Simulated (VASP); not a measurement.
# SnO (rock salt type) (Fm-3m) in VASP: a series of runs, part 2 of 2

VASP 6.6.1.

## (4) Single point, PBE

This run uses another cell than the first one, of 16.76 Å³/atom.

File INCAR:

```
SYSTEM = SnO
PREC = Accurate
ENCUT = 520
EDIFF = 1E-6
ISMEAR = -1
SIGMA = 0.06122561905347299
LREAL = .FALSE.
LASPH = .TRUE.
NELM = 100
ALGO = Normal
ISIF = 2
LWAVE = .FALSE.
LCHARG = .FALSE.
GGA = PE
NBANDS = 17
```

File KPOINTS:

```
Automatic mesh
0
G
  19 19 19
  0 0 0
```

File POSCAR:

```
SnO
1.0
    0.0000000000      2.5591736873      2.5591736873
    2.5591736873      0.0000000000      2.5591736873
    2.5591736873      2.5591736873      0.0000000000
Sn O
1 1
Direct
    0.0000000000      0.0000000000      0.0000000000
    0.5000000000      0.5000000000      0.5000000000
```

Potentials or basis: VASP PAW PBE potentials, release 64 (Sn_d, O).

Launch:

```console
> cat potpaw_PBE.64/Sn_d/POTCAR potpaw_PBE.64/O/POTCAR > POTCAR
> mpirun -np 1 vasp_std > vasp.out
```

OUTCAR:

```text
SYSTEM = SnO
   PREC = Accurate
   ENCUT = 520
   EDIFF = 1E-6
   ISMEAR = -1
   LREAL = .FALSE.
   LASPH = .TRUE.
   NELM = 100
   ISIF = 2
   GGA = PE

 ion  position               nearest neighbor table
   1  0.000  0.000  0.000-   2 2.56   2 2.56   2 2.56   2 2.56   2 2.56   2 2.56
   2  0.500  0.500  0.500-   1 2.56   1 2.56   1 2.56   1 2.56   1 2.56   1 2.56

  LATTYP: Found a face centered cubic cell.
 ALAT       =     5.1183473746

  Lattice vectors:

 A1 = (   0.0000000000,   2.5591736873,   2.5591736873)
 A2 = (   2.5591736873,   0.0000000000,   2.5591736873)
 A3 = (   2.5591736873,   2.5591736873,   0.0000000000)

Analysis of symmetry for initial positions (statically):
=====================================================================
 Subroutine PRICEL returns:
 Original cell was already a primitive cell.

 Routine SETGRP: Setting up the symmetry group for a
 face centered cubic supercell.

 Subroutine GETGRP returns: Found 48 space group operations
 (whereof 48 operations were pure point group operations)
 out of a pool of 48 trial point group operations.

The static configuration has the point symmetry O_h .

Analysis of symmetry for dynamics (positions and initial velocities):
=====================================================================
 Subroutine PRICEL returns:
 Original cell was already a primitive cell.

 Routine SETGRP: Setting up the symmetry group for a
 face centered cubic supercell.

 Subroutine GETGRP returns: Found 48 space group operations
 (whereof 48 operations were pure point group operations)
 out of a pool of 48 trial point group operations.

The dynamic configuration has the point symmetry O_h .

 Subroutine INISYM returns: Found 48 space group operations
 (whereof 48 operations are pure point group operations),
 and found     1 'primitive' translations

----------------------------------------------------------------------------------------

                                     Primitive cell

  volume of cell :      33.5220

  direct lattice vectors                    reciprocal lattice vectors
     0.000000000  2.559173687  2.559173687    -0.195375563  0.195375563  0.195375563
     2.559173687  0.000000000  2.559173687     0.195375563 -0.195375563  0.195375563
     2.559173687  2.559173687  0.000000000     0.195375563  0.195375563 -0.195375563

  length of vectors
     3.619218137  3.619218137  3.619218137     0.338400402  0.338400402  0.338400402

  position of ions in fractional coordinates (direct lattice)
     0.000000000  0.000000000  0.000000000
     0.500000000  0.500000000  0.500000000

  ion indices of the primitive-cell ions
   primitive index   ion index
                 1           1
                 2           2

----------------------------------------------------------------------------------------

 KPOINTS: Automatic mesh

Automatic generation of k-mesh.
 Grid dimensions read from file:
 generate k-points for:   19   19   19

 Generating k-lattice:

  Cartesian coordinates                     Fractional coordinates (reciprocal lattice)
    -0.010282924  0.010282924  0.010282924     0.052631579  0.000000000  0.000000000
     0.010282924 -0.010282924  0.010282924     0.000000000  0.052631579  0.000000000
     0.010282924  0.010282924 -0.010282924     0.000000000  0.000000000  0.052631579

  Length of vectors
     0.017810547  0.017810547  0.017810547

  Shift w.r.t. Gamma in fractional coordinates (k-lattice)
     0.000000000  0.000000000  0.000000000

 Subroutine IBZKPT returns following result:
 ===========================================

 Found    220 irreducible k-points:

 Following reciprocal coordinates:
            Coordinates               Weight
  0.000000  0.000000  0.000000      1.000000
  0.052632  0.000000  0.000000      8.000000
  0.105263  0.000000  0.000000      8.000000
  0.157895  0.000000  0.000000      8.000000
  0.210526  0.000000  0.000000      8.000000
  0.263158  0.000000  0.000000      8.000000
[... 16 lines left out ...]
 -0.315789  0.052632  0.000000     24.000000
 -0.263158  0.052632  0.000000     24.000000
 [... further k-points ...]
   k-points           NKPTS =    220   k-points in BZ     NKDIM =    220   number of bands    NBANDS=     17
   number of dos      NEDOS =    301   number of ions     NIONS =      2
   total plane-waves  NPLWV =  21952
   dimension x,y,z NGX =    28 NGY =   28 NGZ =   28
   dimension x,y,z NGXF=    56 NGYF=   56 NGZF=   56
   ions per type =               1   1
   NGX,Y,Z   is equivalent  to a cutoff of  12.86, 12.86, 12.86 a.u.
   NGXF,Y,Z  is equivalent  to a cutoff of  25.72, 25.72, 25.72 a.u.
 SYSTEM =  SnO
   PREC   = accura    normal or accurate (medium, high low for compatibility)
   ISTART =      0    job   : 0-new  1-cont  2-samecut
   ICHARG =      2    charge: 1-file 2-atom 10-const
   ISPIN  =      1    spin polarized calculation?
   LNONCOLLINEAR =      F non collinear calculations
   LSORBIT =      F    spin-orbit coupling
   LASPH  =      T    aspherical Exc in radial PAW
   ENCUT  =  520.0 eV  38.22 Ry    6.18 a.u.   6.73  6.73  6.73*2*pi/ulx,y,z
   NELM   =    100;   NELMIN=  2; NELMDL= -5     # of ELM steps
   EDIFF  = 0.1E-05   stopping-criterion for ELM
   LREAL  =      F    real-space projection
   EDIFFG = 0.1E-04   stopping-criterion for IOM
   NSW    =      0    number of steps for IOM
   IBRION =     -1    ionic relax: 0-MD 1-quasi-New 2-CG
   NFREE  =      0    steps in history (QN), initial steepest desc. (CG)
   ISIF   =      2    stress and relaxation
   ISYM   =      2    0-nonsym 1-usesym 2-fastsym
   POTIM  = 0.5000    time-step for ionic-motion
   TEBEG  =    0.0;   TEEND  =   0.0 temperature during run
   PSTRESS=    0.0 pullay stress
   NELECT =      20.0000    total number of electrons
   NUPDOWN=      -1.0000    fix difference up-down
   EMIN   =  10.00;   EMAX   =-10.00  energy-range for DOS
   EFERMI =   0.00;   METHOD = LEGACY
   ISMEAR =    -1;   SIGMA  =   0.06  broadening in eV -4-tet -1-fermi 0-gaus
   EFERMI_NEDOS =   21; number of points for ismear=-14 and -15
   IALGO  =     38    algorithm
   IMIX   =      4    mixing-type and parameters
     AMIX     =   0.40;   BMIX     =  1.00
     AMIX_MAG =   1.60;   BMIX_MAG =  1.00
  volume/ion in A,a.u.               =      16.76       113.11
  Fermi-wavevector in a.u.,A,eV,Ry     =   1.378188  2.604397 25.842928  1.899402
  Thomas-Fermi vector in A             =   2.503272
   LORBIT       =      0    0 simple, 1 ext, 2 COOP (PROOUT), +10 PAW based schemes
   GGA     = PE    functional components
   LHFCALC =     F    Hartree Fock is set to
   AEXX    =    0.0000 exact exchange contribution
   IVDW    =     0    specifies the selected vdW correction
   LEPSILON=     F    determine dielectric tensor
   LRPA    =     F    only Hartree local field effects (RPA)
 non-spin polarized calculation
  energy-cutoff  :      520.00
  volume of cell :       33.52
 maximum number of plane-waves:       926
   NGX = 13   NGY = 13   NGZ = 13

 number of electron      19.9999989 magnetization

 Free energy of the ion-electron system (eV)
  ---------------------------------------------------
  ext. energy  EPLUGINS =         0.00000000
  ---------------------------------------------------
  free energy    TOTEN  =       -10.47546604 eV

  energy without entropy =      -10.47417162  energy(sigma->0) =      -10.47481883

 E-fermi :   7.6281     XC(G=0): -10.7067

 val. band max:        7.5504995651   @ k =  -0.4211   0.1579   0.0526
 cond. band min:       7.7014599263   @ k =  -0.4211   0.1579   0.0526
 fundamental gap:      0.1509603612
 Fermi energy:         7.6281405513

 k-point     1 :       0.0000    0.0000    0.0000
  band No.  band energies     occupation
      1     -14.0168      2.00000
      2     -14.0168      2.00000
      3     -14.0168      2.00000
      4     -13.9522      2.00000
      5     -13.9522      2.00000
      6     -10.9876      2.00000
[... 9 lines left out ...]
     16      17.5262      0.00000
     17      17.8606      0.00000
[... 441 lines left out ...]
 k-point    24 :      -0.2632    0.0526    0.0000
  band No.  band energies     occupation
      1     -14.0140      2.00000
      2     -14.0028      2.00000
      3     -14.0021      2.00000
      4     -13.9539      2.00000
      5     -13.9446      2.00000
      6     -10.6349      2.00000
[... 9 lines left out ...]
     16      19.9772      0.00000
     17      22.9708      0.00000

 [... further k-points ...]

------------------------ aborting loop because EDIFF is reached ----------------------------------------

  FORCE on cell =-STRESS in cart. coord.  units (eV):
  Direction    XX          YY          ZZ          XY          YZ          ZX
  --------------------------------------------------------------------------------------
  -------------------------------------------------------------------------------------
  Total       -0.0110395     -0.0110395     -0.0110395      0.0000000      0.0000000      0.0000000
  in kB       -0.5276333     -0.5276333     -0.5276333      0.0000000      0.0000000      0.0000000
  external PRESSURE =      -0.5276333 kB  Pullay stress =       0.0000000 kB

 VOLUME and BASIS-vectors are now :
 -----------------------------------------------------------------------------
  energy-cutoff  :      520.00
  volume of cell :       33.52
      direct lattice vectors                 reciprocal lattice vectors
     0.000000000  2.559173687  2.559173687    -0.195375563  0.195375563  0.195375563
     2.559173687  0.000000000  2.559173687     0.195375563 -0.195375563  0.195375563
     2.559173687  2.559173687  0.000000000     0.195375563  0.195375563 -0.195375563

 POSITION                                       TOTAL-FORCE (eV/Angst)
 -----------------------------------------------------------------------------------
      0.00000      0.00000      0.00000         0.000000      0.000000      0.000000
      2.55917      2.55917      2.55917        -0.000000     -0.000000     -0.000000
 -----------------------------------------------------------------------------------
    total drift:                                0.000000      0.000000      0.000000

  FREE ENERGIE OF THE ION-ELECTRON SYSTEM (eV)
  ---------------------------------------------------
  free  energy   TOTEN  =       -10.4754660420 eV

  energy  without entropy=      -10.4741716185  energy(sigma->0) =      -10.47481883
```

OSZICAR:

```text
N       E                     dE             d eps       ncg     rms          rms(c)
DAV:   1     0.146612016421E+03    0.14661E+03   -0.10405E+04  7820   0.174E+03
DAV:   2     0.132245867565E+01   -0.14529E+03   -0.13859E+03  8227   0.391E+02
DAV:   3    -0.120694625324E+02   -0.13392E+02   -0.13275E+02  8526   0.104E+02
DAV:   4    -0.123530453464E+02   -0.28358E+00   -0.28344E+00  9278   0.160E+01
DAV:   5    -0.123599533812E+02   -0.69080E-02   -0.69074E-02  9940   0.242E+00    0.820E+00
DAV:   6    -0.107818082726E+02    0.15781E+01   -0.12708E+01  9076   0.415E+01    0.516E+00
DAV:   7    -0.104939551556E+02    0.28785E+00   -0.20878E+00  8979   0.795E+00    0.137E+00
DAV:   8    -0.104755707461E+02    0.18384E-01   -0.16022E-01  7994   0.314E+00    0.283E-01
DAV:   9    -0.104752676539E+02    0.30309E-03   -0.45037E-03  9262   0.464E-01    0.108E-01
DAV:  10    -0.104755433138E+02   -0.27566E-03   -0.73195E-04  9736   0.363E-01    0.538E-02
DAV:  11    -0.104754685056E+02    0.74808E-04   -0.11508E-04 10310   0.143E-01    0.108E-02
DAV:  12    -0.104754663651E+02    0.21405E-05   -0.14740E-05 10320   0.433E-02    0.527E-03
DAV:  13    -0.104754660420E+02    0.32307E-06   -0.51785E-06  6876   0.139E-02
   1 F= -.10475466E+02 E0= -.10474819E+02  d E =-.129442E-02
```

It took 65 s on 1 thread of Intel Xeon Platinum 8488C (Sapphire Rapids), shared host; peak memory 0.25 GiB.

Results:

```yaml
Free_energy: -10.4755 eV
Pressure: -0.1 GPa
Band_gap_on_the_k_mesh: 0.15 eV
```

Caveat: semilocal functionals underestimate gaps, and a narrow one can read as zero; spin-orbit coupling is left out, which moves the levels of the heavy elements; an odd mesh through Γ misses points on the zone boundary, where band edges can lie.

## (5) Single point, PBE

This run uses another cell than the first one, of 16.76 Å³/atom.

File INCAR:

```
PREC = Accurate
ENCUT = 520
EDIFF = 1E-6
ISMEAR = -1
SIGMA = 0.06122561905347299
LREAL = False
LASPH = True
NELM = 100
ALGO = Normal
ISIF = 2
LWAVE = False
LCHARG = False
GGA = PE
NBANDS = 17
```

File KPOINTS:

```
Automatic mesh
0
Gamma
  19 19 19
```

POSCAR is that of step 4.

Launch:

```console
> cat potpaw_PBE.64/Sn_d/POTCAR potpaw_PBE.64/O/POTCAR > POTCAR
> mpirun -np 1 vasp_std > vasp.out
```

Wall time 64 s (1 thread of Intel Xeon Platinum 8488C (Sapphire Rapids), shared host); peak memory 0.25 GiB.

It converged, with:

```yaml
Free_energy: -10.4755 eV
Pressure: -0.1 GPa
Band_gap_on_the_k_mesh: 0.15 eV
```

Levels at points of the mesh, in eV from the valence-band top:
| k point | band 7 | band 8 | band 9 | band 10 | band 11 | band 12 | band 13 | band 14 |
| --- | --- | --- | --- | --- | --- | --- | --- | --- |
| (0.00, 0.00, 0.00) | -6.75 | -3.22 | -3.22 | -3.22 | 7.49 | 7.49 | 7.49 | 9.98 |

Caveat: semilocal functionals underestimate gaps, and a narrow one can read as zero; spin-orbit coupling is left out, which moves the levels of the heavy elements; an odd mesh through Γ misses points on the zone boundary, where band edges can lie.
